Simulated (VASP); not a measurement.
# Al8CN6 (a cell with a defect) in VASP: single point with PBEsol

Aim: the single point of Al8CN6 (a cell with a defect) with PBEsol.

All numbers are computed with VASP 6.6.1; they aren't measurements. Logs are shortened: lines on timing, memory, paths and dates and some standing lists are left out, and cuts for length are marked.

## Step 1: The cell of the first run

The cell holds a defect, 15 atoms: a = 6.191 Å, b = 6.191 Å, c = 6.191 Å, α = 60.00°, β = 60.00°, γ = 60.00°.

## Step 2: Single point, PBEsol, collinear spin

Contents of INCAR:

```
SYSTEM = Al8CN6
ALGO = Normal
EDIFF = 1E-6
ENCUT = 520
GGA = PS
ISIF = 2
ISMEAR = -1
ISPIN = 2
LASPH = .True.
LCHARG = .False.
LORBIT = 11
LREAL = Auto
LWAVE = .False.
MAGMOM = 0.429 0.429 0.429 0.429 0 0.429 0 0.429 0 0 0 0 0 0 0.429
NBANDS = 46
NELECT = 57.0
NELM = 150
PREC = Accurate
SIGMA = 0.05
```

Contents of KPOINTS:

```
Automatic mesh
0
Gamma
  2 2 2
  0.5 0.5 0.5
```

Contents of POSCAR:

```
Al8CN6
1.0
    0.0000000000      4.3777220000      4.3777220000
    4.3777220000      0.0000000000      4.3777220000
    4.3777220000      4.3777220000      0.0000000000
Al N C
8 6 1
Direct
    0.0167300000      0.0101540000      0.0009830000
    0.5072680000      0.4922540000      0.4927300000
    0.9713940000      0.0308250000      0.4886760000
    0.4743500000      0.5173670000      0.0111030000
    0.0204770000      0.4989060000      0.0078390000
    0.4887590000      0.9553590000      0.5270210000
    0.4799620000      0.0299070000      0.9907220000
    0.9774630000      0.5027070000      0.5155880000
    0.1244520000      0.1087120000      0.1411820000
    0.6370930000      0.6460320000      0.1227230000
    0.1431010000      0.6009720000      0.1349240000
    0.6036320000      0.1456610000      0.6365340000
    0.6199470000      0.1421850000      0.1377920000
    0.1317350000      0.6382810000      0.6300690000
    0.6363230000      0.6375300000      0.5914000000
```

Potentials or basis: VASP PAW PBE potentials, release 64 (Al, N, C).

Launch:

```bash
$ cat potpaw_PBE.64/Al/POTCAR potpaw_PBE.64/N/POTCAR potpaw_PBE.64/C/POTCAR > POTCAR
$ mpirun -np 1 vasp_std > vasp.out
```

OUTCAR:

```text
SYSTEM = Al8CN6
   EDIFF = 1E-6
   ENCUT = 520
   GGA = PS
   ISIF = 2
   ISMEAR = -1
   ISPIN = 2
   LASPH = .True.
   LORBIT = 11
   LREAL = Auto
   NELECT = 57.0
   NELM = 150
   PREC = Accurate

 ion  position               nearest neighbor table
   1  0.017  0.010  0.001-   9 1.76  13 2.01  11 2.07   7 2.90   4 2.95   6 2.95   3 2.95   8 3.04
                             5 3.06   5 3.13   8 3.17   4 3.25   3 3.26   6 3.28   7 3.30
   2  0.507  0.492  0.493-  12 1.76  10 1.88  15 1.89  14 1.91   3 2.87   6 2.92   7 2.98   4 3.01
                             8 3.02   5 3.09   5 3.11   8 3.18   4 3.19   7 3.22   6 3.28   3 3.33
   3  0.971  0.031  0.489-   9 1.77  12 1.86  14 2.00   2 2.87   5 2.95   1 2.95   8 3.03   7 3.08
                             6 3.11   7 3.12   6 3.13   8 3.17   1 3.26   5 3.26   2 3.33
   4  0.474  0.517  0.011-  11 1.68  13 1.90  10 2.04  15 2.13   6 2.86   5 2.88   1 2.95   2 3.01
                             7 3.07   8 3.09   8 3.10   7 3.13   2 3.19   1 3.25   5 3.32   6 3.34
   5  0.020  0.499  0.008-  11 1.78  14 1.91  10 1.94   9 1.98   7 2.88   4 2.88   3 2.95   8 3.03
                             1 3.06   2 3.09   2 3.11   1 3.13   8 3.18   3 3.26   4 3.32   7 3.32
   6  0.489  0.955  0.527-  15 1.63  13 2.00  12 2.11   4 2.86   8 2.92   2 2.92   1 2.95   7 3.10
                             3 3.11   3 3.13   7 3.14   2 3.28   1 3.28   8 3.28   4 3.34
   7  0.480  0.030  0.991-  12 1.79   9 1.81  10 1.95  13 2.02   5 2.88   1 2.90   2 2.98   4 3.07
                             3 3.08   6 3.10   3 3.12   4 3.13   6 3.14   2 3.22   1 3.30   5 3.32
   8  0.977  0.503  0.516-  15 1.74  11 1.94  14 2.05   6 2.92   2 3.02   3 3.03   5 3.03   1 3.04
                             4 3.09   4 3.10   3 3.17   1 3.17   5 3.18   2 3.18   6 3.28
   9  0.124  0.109  0.141-   1 1.76   3 1.77   7 1.81   5 1.98
  10  0.637  0.646  0.123-   2 1.88   5 1.94   7 1.95   4 2.04
  11  0.143  0.601  0.135-   4 1.68   5 1.78   8 1.94   1 2.07
  12  0.604  0.146  0.637-   2 1.76   7 1.79   3 1.86   6 2.11
  13  0.620  0.142  0.138-   4 1.90   6 2.00   1 2.01   7 2.02
  14  0.132  0.638  0.630-   2 1.91   5 1.91   3 2.00   8 2.05
  15  0.636  0.638  0.591-   6 1.63   8 1.74   2 1.89   4 2.13

  LATTYP: Found a face centered cubic cell.
 ALAT       =     8.7554440000

  Lattice vectors:

 A1 = (   0.0000000000,   4.3777220000,   4.3777220000)
 A2 = (   4.3777220000,   0.0000000000,   4.3777220000)
 A3 = (   4.3777220000,   4.3777220000,   0.0000000000)

Analysis of symmetry for initial positions (statically):
=====================================================================
 Subroutine PRICEL returns:
 Original cell was already a primitive cell.

 Routine SETGRP: Setting up the symmetry group for a
 face centered cubic supercell.

 Subroutine GETGRP returns: Found  1 space group operations
 (whereof  1 operations were pure point group operations)
 out of a pool of 48 trial point group operations.

The static configuration has the point symmetry C_1 .

Analysis of symmetry for dynamics (positions and initial velocities):
=====================================================================
 Subroutine PRICEL returns:
 Original cell was already a primitive cell.

 Routine SETGRP: Setting up the symmetry group for a
 face centered cubic supercell.

 Subroutine GETGRP returns: Found  1 space group operations
 (whereof  1 operations were pure point group operations)
 out of a pool of 48 trial point group operations.

The dynamic configuration has the point symmetry C_1 .

Analysis of structural, dynamic, and magnetic symmetry:
=====================================================================
 Subroutine PRICEL returns:
 Original cell was already a primitive cell.

 Routine SETGRP: Setting up the symmetry group for a
 face centered cubic supercell.

 Subroutine GETGRP returns: Found  1 space group operations
 (whereof  1 operations were pure point group operations)
 out of a pool of 48 trial point group operations.

The overall configuration has the point symmetry C_1 .

 Subroutine INISYM returns: Found  1 space group operations
 (whereof  1 operations are pure point group operations),
 and found     1 'primitive' translations

----------------------------------------------------------------------------------------

                                     Primitive cell

  volume of cell :     167.7933

  direct lattice vectors                    reciprocal lattice vectors
     0.000000000  4.377722000  4.377722000    -0.114214653  0.114214653  0.114214653
     4.377722000  0.000000000  4.377722000     0.114214653 -0.114214653  0.114214653
     4.377722000  4.377722000  0.000000000     0.114214653  0.114214653 -0.114214653

  length of vectors
     6.191033825  6.191033825  6.191033825     0.197825582  0.197825582  0.197825582

  position of ions in fractional coordinates (direct lattice)
     0.016730000  0.010154000  0.000983000
     0.507268000  0.492254000  0.492730000
     0.971394000  0.030825000  0.488676000
     0.474350000  0.517367000  0.011103000
     0.020477000  0.498906000  0.007839000
     0.488759000  0.955359000  0.527021000
     0.479962000  0.029907000  0.990722000
     0.977463000  0.502707000  0.515588000
     0.124452000  0.108712000  0.141182000
[... 82 lines left out ...]
   LNONCOLLINEAR =      F non collinear calculations
   LSORBIT =      F    spin-orbit coupling
   LASPH  =      T    aspherical Exc in radial PAW
   ENCUT  =  520.0 eV  38.22 Ry    6.18 a.u.  11.51 11.51 11.51*2*pi/ulx,y,z
   NELM   =    150;   NELMIN=  2; NELMDL= -5     # of ELM steps
   EDIFF  = 0.1E-05   stopping-criterion for ELM
   LREAL  =      T    real-space projection
   EDIFFG = 0.1E-04   stopping-criterion for IOM
   NSW    =      0    number of steps for IOM
   IBRION =     -1    ionic relax: 0-MD 1-quasi-New 2-CG
   NFREE  =      0    steps in history (QN), initial steepest desc. (CG)
   ISIF   =      2    stress and relaxation
   ISYM   =      2    0-nonsym 1-usesym 2-fastsym
   POTIM  = 0.5000    time-step for ionic-motion
   TEBEG  =    0.0;   TEEND  =   0.0 temperature during run
   PSTRESS=    0.0 pullay stress
   NELECT =      57.0000    total number of electrons
   NUPDOWN=      -1.0000    fix difference up-down
   EMIN   =  10.00;   EMAX   =-10.00  energy-range for DOS
   EFERMI =   0.00;   METHOD = LEGACY
   ISMEAR =    -1;   SIGMA  =   0.05  broadening in eV -4-tet -1-fermi 0-gaus
   EFERMI_NEDOS =   21; number of points for ismear=-14 and -15
   IALGO  =     38    algorithm
   IMIX   =      4    mixing-type and parameters
     AMIX     =   0.40;   BMIX     =  1.00
     AMIX_MAG =   1.60;   BMIX_MAG =  1.00
  volume/ion in A,a.u.               =      11.19        75.49
  Fermi-wavevector in a.u.,A,eV,Ry     =   1.142286  2.158608 17.753124  1.304818
  Thomas-Fermi vector in A             =   2.278984
   LORBIT       =     11    0 simple, 1 ext, 2 COOP (PROOUT), +10 PAW based schemes
   GGA     = PS    functional components
   LHFCALC =     F    Hartree Fock is set to
   AEXX    =    0.0000 exact exchange contribution
   IVDW    =     0    specifies the selected vdW correction
   LEPSILON=     F    determine dielectric tensor
   LRPA    =     F    only Hartree local field effects (RPA)
 spin polarized calculation
  energy-cutoff  :      520.00
  volume of cell :      167.79
 maximum number of plane-waves:      4531
 NGX is ok and might be reduce to    48
   NGX = 23   NGY = 23   NGZ = 23

 number of electron      57.0000000 magnetization       0.0066831

 Free energy of the ion-electron system (eV)
  ---------------------------------------------------
  ext. energy  EPLUGINS =         0.00000000
  ---------------------------------------------------
  free energy    TOTEN  =      -111.77090036 eV

  energy without entropy =     -111.72116940  energy(sigma->0) =     -111.74603488

 E-fermi :   6.0998     XC(G=0): -10.8041

 val. band max:        6.0975412333   @ k =  -0.2500   0.2500   0.2500
 cond. band min:       6.1003877432   @ k =  -0.2500   0.2500   0.2500
 fundamental gap:      0.0028465099
 Fermi energy:         6.0997728987

 spin component 1

 k-point     1 :       0.2500    0.2500    0.2500
  band No.  band energies     occupation
      1      -9.0676      1.00000
      2      -7.9216      1.00000
      3      -7.6470      1.00000
      4      -6.7581      1.00000
      5      -6.6705      1.00000
      6      -6.3608      1.00000
[... 677 lines left out ...]
     39      13.9338      0.00000
     40      14.5227      0.00000
 Fermi energy:         6.0997728987

 spin component 2

 k-point     1 :       0.2500    0.2500    0.2500
  band No.  band energies     occupation
      1      -9.0673      1.00000
      2      -7.9214      1.00000
      3      -7.6468      1.00000
      4      -6.7573      1.00000
      5      -6.6694      1.00000
      6      -6.3598      1.00000
[... 677 lines left out ...]
     39      13.9343      0.00000
     40      14.5230      0.00000
 [bands above 40 left out]

------------------------ aborting loop because EDIFF is reached ----------------------------------------

  FORCE on cell =-STRESS in cart. coord.  units (eV):
  Direction    XX          YY          ZZ          XY          YZ          ZX
  --------------------------------------------------------------------------------------
  -------------------------------------------------------------------------------------
  Total        0.9719509      0.6003910     -1.8715948     -7.6726721      2.4914555     -0.3478305
  in kB        9.2806919      5.7328457    -17.8709602    -73.2626606     23.7897116     -3.3212666
  external PRESSURE =      -0.9524742 kB  Pullay stress =       0.0000000 kB

 VOLUME and BASIS-vectors are now :
 -----------------------------------------------------------------------------
  energy-cutoff  :      520.00
  volume of cell :      167.79
      direct lattice vectors                 reciprocal lattice vectors
     0.000000000  4.377722000  4.377722000    -0.114214653  0.114214653  0.114214653
     4.377722000  0.000000000  4.377722000     0.114214653 -0.114214653  0.114214653
     4.377722000  4.377722000  0.000000000     0.114214653  0.114214653 -0.114214653

 POSITION                                       TOTAL-FORCE (eV/Angst)
 -----------------------------------------------------------------------------------
      0.04875      0.07754      0.11769        -0.520284     -1.727249     -3.408184
      4.31199      4.37771      4.37563         1.147217     -2.557159      0.181913
      2.27423      6.39178      4.38744        -0.354048      2.283385     -2.532408
      2.31349      2.12518      4.34146        -2.504399      3.748062      3.091559
      2.21839      0.12396      2.27371        -0.392527     -2.777752     -1.052739
      6.48945      4.44680      6.32195         5.494290     -4.943795      6.449492
      4.46803      6.43825      2.23206        -0.230731      3.805322      0.322156
      4.45781      6.53616      6.47977        -1.323756      3.010302      3.975100
      1.09397      1.16287      1.02073         1.305686     -0.821351      2.380013
      3.36540      3.32626      5.61716        -0.902740     -0.847558     -0.422897
      3.22155      1.21712      3.25734         3.749754     -1.733996     -0.976122
      3.42423      5.42910      3.28020        -2.454806      0.067583     -1.053317
      1.22566      3.31717      3.33640        -1.036897     -0.267538     -0.357836
      5.55248      3.33497      3.37092        -0.172631     -0.805746     -0.809644
      5.37991      5.37463      5.57657        -1.804129      3.567490     -5.787087
 -----------------------------------------------------------------------------------
    total drift:                               -0.006517      0.004468      0.000514

  FREE ENERGIE OF THE ION-ELECTRON SYSTEM (eV)
  ---------------------------------------------------
  free  energy   TOTEN  =      -111.7709003591 eV

  energy  without entropy=     -111.7211693994  energy(sigma->0) =     -111.74603488

 total charge

# of ion       s       p       d       tot
------------------------------------------
    1        0.373   0.385   0.000   0.758
    2        0.387   0.486   0.000   0.873
    3        0.376   0.406   0.000   0.782
    4        0.387   0.455   0.000   0.842
    5        0.367   0.439   0.000   0.806
    6        0.424   0.450   0.000   0.874
    7        0.369   0.448   0.000   0.817
    8        0.399   0.425   0.000   0.825
    9        1.234   2.675   0.000   3.909
   10        1.227   2.509   0.000   3.737
   11        1.238   2.642   0.000   3.880
   12        1.233   2.618   0.000   3.851
   13        1.226   2.480   0.000   3.706
   14        1.222   2.508   0.000   3.730
   15        0.911   1.720   0.000   2.632
--------------------------------------------------
tot         11.372  20.648   0.000  32.020

 magnetization (x)

# of ion       s       p       d       tot
------------------------------------------
    1        0.000   0.000   0.000   0.000
    2       -0.000   0.000   0.000   0.000
    3        0.000   0.000   0.000   0.000
    4       -0.000   0.000   0.000   0.000
    5       -0.000   0.000   0.000  -0.000
    6        0.000   0.000   0.000   0.000
    7       -0.000  -0.000   0.000  -0.000
    8       -0.000   0.000   0.000   0.000
    9       -0.000  -0.000   0.000  -0.000
   10        0.000   0.001   0.000   0.001
   11       -0.000   0.000   0.000   0.000
   12       -0.000   0.000   0.000   0.000
   13        0.000   0.001   0.000   0.001
   14        0.000   0.000   0.000   0.000
   15        0.000   0.001   0.000   0.002
--------------------------------------------------
tot          0.000   0.004   0.000   0.004
```

Wall time 8.2 min (1 thread of Intel Xeon 6975P-C (Granite Rapids), shared host); peak memory 0.47 GiB.

What came out:

```
Free energy                                           : -111.7709 eV
Largest force                                         : 9.809 eV/Å
Net moment                                            : 0.01 μB per cell
Valence electrons inside the program's atomic spheres : Al 0.76, 0.87, 0.78, 0.84, 0.81, 0.82 (each value once); N 3.91, 3.74, 3.88, 3.85, 3.71, 3.73; C 2.63
```

Forces on the atoms (eV/Å):
```
Al  -0.520 -1.727 -3.408
Al   1.147 -2.557  0.182
Al  -0.354  2.283 -2.532
Al  -2.504  3.748  3.092
Al  -0.393 -2.778 -1.053
Al   5.494 -4.944  6.449
Al  -0.231  3.805  0.322
Al  -1.324  3.010  3.975
N    1.306 -0.821  2.380
N   -0.903 -0.848 -0.423
N    3.750 -1.734 -0.976
N   -2.455  0.068 -1.053
N   -1.037 -0.268 -0.358
N   -0.173 -0.806 -0.810
C   -1.804  3.567 -5.787
```

Caveat: the k points lie up to 0.62 Å⁻¹ apart; the cell carries a net charge on a neutralising background, which shifts energy and pressure; the cell is charged against a uniform background, so pressure and absolute levels hang on convention; the PAW data sets were made with another functional, which shifts forces and pressure a little.
